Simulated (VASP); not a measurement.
# LiAl16O24 (a cell with a defect) in VASP: notebook, part 2 of 2

VASP 6.6.1. The steps go on from the part before.

### Step 4. Single point, PBE+D3(BJ)

INCAR reads:

```
SYSTEM = LiAl16O24
ALGO = Normal
EDIFF = 1E-6
ENCUT = 520
GGA = PE
ISIF = 2
ISMEAR = -1
IVDW = 12
LASPH = .TRUE.
LCHARG = .FALSE.
LREAL = Auto
LWAVE = .FALSE.
NBANDS = 124
NELECT = 194.0
NELM = 60
PREC = Accurate
SIGMA = 0.02
```

KPOINTS reads:

```
k-points
0
G
  1 1 1
  0 0 0
```

POSCAR reads:

```
LiAl16O24
1.0
   -4.7474000000     -2.7409130000      4.3180670000
    4.7474000000     -2.7409130000      4.3180670000
    0.0000000000      5.4818250000      4.3180670000
Al O Li
16 24 1
Direct
    0.3460876852      0.3348815513      0.3569025704
    0.1521500430      0.1554571163      0.1437522106
    0.6342088590      0.6747363056      0.6578839744
    0.8496488035      0.8431189135      0.8720141634
    0.8458581310      0.8488492419      0.3444921116
    0.6329547706      0.6127121115      0.1437047974
    0.1613664212      0.1627777200      0.6605557256
    0.3536794364      0.3604199680      0.8691784836
    0.8530433390      0.3738126022      0.8471276260
    0.6527724869      0.1636626583      0.6701559614
    0.1417435680      0.6340551491      0.1342612705
    0.3534565957      0.8725828543      0.3242838775
    0.3626602052      0.8555194545      0.8457994310
    0.1658460471      0.6494160011      0.6425893469
    0.6651237175      0.1288933598      0.1392477377
    0.8468243122      0.3509950161      0.3584788950
    0.5978928724      0.4235026799      0.7766312036
    0.7545382035      0.5985370239      0.4222793468
    0.3910150881      0.7458619516      0.5819012933
    0.3931589756      0.5728994651      0.2369798632
    0.2554284282      0.4146945529      0.6035487799
    0.5962461490      0.2394824468      0.3938030442
    0.0870623603      0.9066478176      0.7470455815
    0.2384997024      0.0964429977      0.4140498467
    0.8805315410      0.2433406576      0.5974535706
    0.9095485426      0.0819165756      0.2283399473
    0.7443154202      0.9169783515      0.5785047307
    0.1037562263      0.7635910832      0.4006737749
    0.1052552781      0.3876203622      0.2583864406
    0.2550300435      0.6080232608      0.9164929602
    0.8858151933      0.7328051246      0.0927241332
    0.9107190232      0.6150835175      0.7578118636
    0.7619908897      0.3875543560      0.0874897517
    0.0971610940      0.2609138850      0.9023732725
    0.5957999518      0.8703712961      0.2526070850
    0.7449599804      0.1010075011      0.9016200385
    0.4284350808      0.2091571603      0.1147582898
    0.4048465049      0.0937499047      0.7312362910
    0.2570191745      0.9067221698      0.0861234679
    0.6066685429      0.7561187682      0.9073951571
    0.0063099872      0.9904486736      0.4827459416
```

The run is started by

```sh
$ cat potpaw_PBE.64/Al/POTCAR potpaw_PBE.64/O/POTCAR potpaw_PBE.64/Li_sv/POTCAR > POTCAR
$ mpirun -np 1 vasp_gam > vasp.out
```

Wall time 55 s (1 thread of Intel Xeon Platinum 8488C (Sapphire Rapids), shared host); peak memory 0.36 GiB.

The run converged. Its results:

| Quantity | Value |
| --- | --- |
| Free energy | -313.5074 eV |
| Largest force | 5.480 eV/Å |
| Dispersion energy per atom | -0.247 eV |

Forces on the atoms (eV/Å):
```
Al  -0.769 -1.392  2.151
Al  -0.799  0.029 -1.557
Al  -2.160 -1.991 -1.339
Al   0.733 -3.257  0.124
Al  -1.159  1.340 -4.918
Al   0.921 -0.185  1.968
Al   0.260  1.222 -0.035
Al  -0.747 -0.493  0.447
Al  -0.532 -0.342 -0.022
Al   0.328 -0.489 -3.702
Al   1.435  2.557  2.422
Al  -1.341  2.545 -0.471
Al   1.257  0.927 -0.148
Al   2.865  0.764 -0.756
Al   0.521  1.571  1.064
Al   1.285 -0.378 -0.278
O    0.088 -0.217 -1.756
O   -1.303 -0.153 -1.512
O   -0.750 -0.275  2.750
O    0.054 -0.020  0.528
O   -1.668  0.718 -1.618
O   -0.115  0.598  1.686
O    0.254 -0.831  1.234
O    0.174 -0.222 -0.292
O   -2.139 -2.038  3.152
O   -0.369  1.053  1.211
O   -0.252  1.139  0.846
O    0.340 -0.201 -1.770
O    1.697 -0.269 -0.839
O   -1.687 -2.686 -2.447
O   -2.296  1.588  2.927
O   -1.392 -0.263 -1.362
O    0.802  1.642  1.711
O   -0.480 -0.144  0.610
O    0.754 -2.157  1.244
O   -1.744 -0.451 -0.616
O    4.696 -1.190 -2.561
O    0.248  0.680  1.685
O    0.919  0.443 -0.132
O    1.619  0.039 -1.802
Li   0.451  0.788  2.175
```

Levels at points of the mesh, in eV from the Fermi level:
| k point | band 95 | band 96 | band 97 | band 98 | band 99 | band 100 |
| --- | --- | --- | --- | --- | --- | --- |
| (0.00, 0.00, 0.00) | -0.96 | -0.83 | -0.56 | 4.85 | 7.24 | 7.52 |

Caveat: the k points lie up to 0.91 Å⁻¹ apart, too coarse for converged energies, forces and pressures; the cell carries a net charge on a neutralising background, which shifts energy and pressure; the cell is charged against a uniform background, so pressure and absolute levels hang on convention; the cutoff is under 1.25 times the usual one of these potentials, so pressure, stress and relaxed cells hold a basis-set (Pulay) error.

### Step 5. Relaxation of the atoms, PBE+D3(BJ)

INCAR reads:

```
SYSTEM = LiAl16O24
  ALGO = Normal
  EDIFF = 1E-6
  EDIFFG = -0.08
  ENCUT = 520
  GGA = PE
  IBRION = 2
  ISIF = 2
  ISMEAR = -1
  IVDW = 12
  LASPH = .True.
  LCHARG = .False.
  LREAL = Auto
  LWAVE = .False.
  NELECT = 194.0
  NELM = 100
  NSW = 45
  PREC = Accurate
  SIGMA = 0.02
```

KPOINTS reads:

```
k-points
0
Gamma
  1 1 1
  0 0 0
```

POSCAR reads:

```
LiAl16O24
1.0
   -4.7474000000     -2.7409130000      4.3180670000
    4.7474000000     -2.7409130000      4.3180670000
    0.0000000000      5.4818250000      4.3180670000
Al O Li
16 24 1
Direct
    0.3520100000      0.3520100000      0.3520100000
    0.1479900000      0.1479900000      0.1479900000
    0.6479900000      0.6479900000      0.6479900000
    0.8520100000      0.8520100000      0.8520100000
    0.8520100000      0.8520100000      0.3520100000
    0.6479900000      0.6479900000      0.1479900000
    0.1479900000      0.1479900000      0.6479900000
    0.3520100000      0.3520100000      0.8520100000
    0.8520100000      0.3520100000      0.8520100000
    0.6479900000      0.1479900000      0.6479900000
    0.1479900000      0.6479900000      0.1479900000
    0.3520100000      0.8520100000      0.3520100000
    0.3520100000      0.8520100000      0.8520100000
    0.1479900000      0.6479900000      0.6479900000
    0.6479900000      0.1479900000      0.1479900000
    0.8520100000      0.3520100000      0.3520100000
    0.5971500000      0.4028500000      0.7500000000
    0.7500000000      0.5971500000      0.4028500000
    0.4028500000      0.7500000000      0.5971500000
    0.4028500000      0.5971500000      0.2500000000
    0.2500000000      0.4028500000      0.5971500000
    0.5971500000      0.2500000000      0.4028500000
    0.0971500000      0.9028500000      0.7500000000
    0.2500000000      0.0971500000      0.4028500000
    0.9028500000      0.2500000000      0.5971500000
    0.9028500000      0.0971500000      0.2500000000
    0.7500000000      0.9028500000      0.5971500000
    0.0971500000      0.7500000000      0.4028500000
    0.0971500000      0.4028500000      0.2500000000
    0.2500000000      0.5971500000      0.9028500000
    0.9028500000      0.7500000000      0.0971500000
    0.9028500000      0.5971500000      0.7500000000
    0.7500000000      0.4028500000      0.0971500000
    0.0971500000      0.2500000000      0.9028500000
    0.5971500000      0.9028500000      0.2500000000
    0.7500000000      0.0971500000      0.9028500000
    0.4028500000      0.2500000000      0.0971500000
    0.4028500000      0.0971500000      0.7500000000
    0.2500000000      0.9028500000      0.0971500000
    0.5971500000      0.7500000000      0.9028500000
    0.0304323000      0.9724707000      0.5002961000
```

The run is started by

```sh
$ cat potpaw_PBE.64/Al/POTCAR potpaw_PBE.64/O/POTCAR potpaw_PBE.64/Li_sv/POTCAR > POTCAR
$ mpirun -np 1 vasp_gam > vasp.out
```

It took 8.2 min on 1 thread of Intel Xeon Platinum 8488C (Sapphire Rapids), shared host; peak memory 0.43 GiB.

Results (log left out):

```yaml
Free_energy: -319.6389 eV
Energy_gained_by_relaxing: 36.7 meV/atom
Ionic_steps: 12
Largest_force_after_relaxing: 0.077 eV/Å
Dispersion_energy_per_atom: -0.247 eV
```

Forces on the atoms (eV/Å):
```
Al  -0.002  0.001 -0.019
Al   0.010  0.056  0.032
Al   0.021  0.003  0.017
Al  -0.006 -0.055 -0.036
Al   0.022  0.003  0.029
Al  -0.019  0.033  0.021
Al   0.022  0.003  0.010
Al  -0.017  0.021 -0.030
Al  -0.010 -0.018 -0.014
Al  -0.062 -0.023  0.035
Al  -0.011  0.014  0.019
Al   0.060  0.038 -0.012
Al   0.009 -0.001 -0.026
Al   0.046 -0.037  0.021
Al  -0.009 -0.018  0.012
Al  -0.060  0.031 -0.038
O    0.011  0.022 -0.017
O    0.032  0.002  0.026
O    0.013 -0.001 -0.017
O   -0.018  0.002  0.014
O   -0.047 -0.016 -0.027
O   -0.003 -0.002 -0.006
O   -0.032 -0.001  0.009
O    0.008 -0.025  0.009
O    0.019  0.016  0.018
O    0.010  0.003 -0.018
O   -0.028  0.013 -0.016
O   -0.019 -0.032 -0.025
O    0.002 -0.016 -0.002
O   -0.002  0.030  0.011
O   -0.012  0.039  0.028
O    0.010 -0.030  0.010
O    0.044  0.007  0.018
O    0.040 -0.030 -0.024
O   -0.006 -0.057  0.026
O   -0.026 -0.010 -0.011
O    0.007 -0.016 -0.007
O    0.012  0.020 -0.031
O   -0.010 -0.002  0.011
O   -0.017  0.033  0.008
Li   0.019 -0.001 -0.008
```

The path:
```tsv
step	energy change (eV)	largest force (eV/Å)	pressure (GPa)
1	0.0000	5.5082	1.71
2	-0.1145	4.5339	2.76
3	-1.0782	1.0702	1.64
4	-1.3044	0.8638	1.51
5	-1.3190	0.7849	1.52
6	-1.4303	0.4720	1.31
7	-1.4432	0.4193	1.25
8	-1.4845	0.1967	1.28
9	-1.4860	0.2740	1.30
10	-1.5001	0.1491	1.23
11	-1.5003	0.1295	1.24
12	-1.5061	0.0771	1.21
```

Final structure:
```
Al O Li
1.0
    -4.74740   -2.74091    4.31807
     4.74740   -2.74091    4.31807
     0.00000    5.48182    4.31807
Al O Li
16 24 1
Direct
  0.35341 0.35146 0.35342
  0.14889 0.14833 0.14695
  0.64821 0.64733 0.64655
  0.85252 0.85061 0.85305
  0.83624 0.83459 0.33539
  0.64055 0.63926 0.13928
  0.16538 0.16375 0.66448
  0.36108 0.35966 0.86014
  0.85413 0.35186 0.85218
  0.64754 0.14762 0.64902
  0.14727 0.64658 0.14775
  0.35386 0.85087 0.35082
  0.35280 0.85282 0.85269
  0.14974 0.64617 0.64837
  0.64863 0.14593 0.14763
  0.85167 0.35257 0.35197
  0.60212 0.40266 0.75031
  0.74353 0.59267 0.40085
  0.40348 0.75171 0.59567
  0.39942 0.59616 0.24919
  0.25775 0.40604 0.59914
  0.59806 0.24709 0.40440
  0.09609 0.91026 0.74680
  0.24758 0.09460 0.41091
  0.91162 0.24588 0.59545
  0.90526 0.08850 0.25338
  0.75396 0.90407 0.58919
  0.08980 0.75251 0.40480
  0.09640 0.40194 0.25260
  0.25125 0.60062 0.90295
  0.90168 0.74218 0.09313
  0.90499 0.59654 0.74788
  0.75054 0.39797 0.09680
  0.09997 0.25629 0.90674
  0.59401 0.90007 0.24301
  0.75289 0.09524 0.90284
  0.40396 0.24970 0.10137
  0.40743 0.09851 0.75732
  0.24805 0.90356 0.09737
  0.59755 0.74933 0.89848
  0.00111 0.99895 0.50002
```

Levels at points of the mesh, in eV from the Fermi level:
| k point | band 95 | band 96 | band 97 | band 98 | band 99 | band 100 |
| --- | --- | --- | --- | --- | --- | --- |
| (0.00, 0.00, 0.00) | -0.67 | -0.67 | -0.59 | 5.76 | 8.36 | 8.83 |

Caveat: the k points lie up to 0.91 Å⁻¹ apart, too coarse for converged energies, forces and pressures; the cell carries a net charge on a neutralising background, which shifts energy and pressure; the cell is charged against a uniform background, so pressure and absolute levels hang on convention; the cutoff is under 1.25 times the usual one of these potentials, so pressure, stress and relaxed cells hold a basis-set (Pulay) error; the relaxation stopped at a loose force limit of 0.08 eV/Å, so its end isn't a converged minimum.
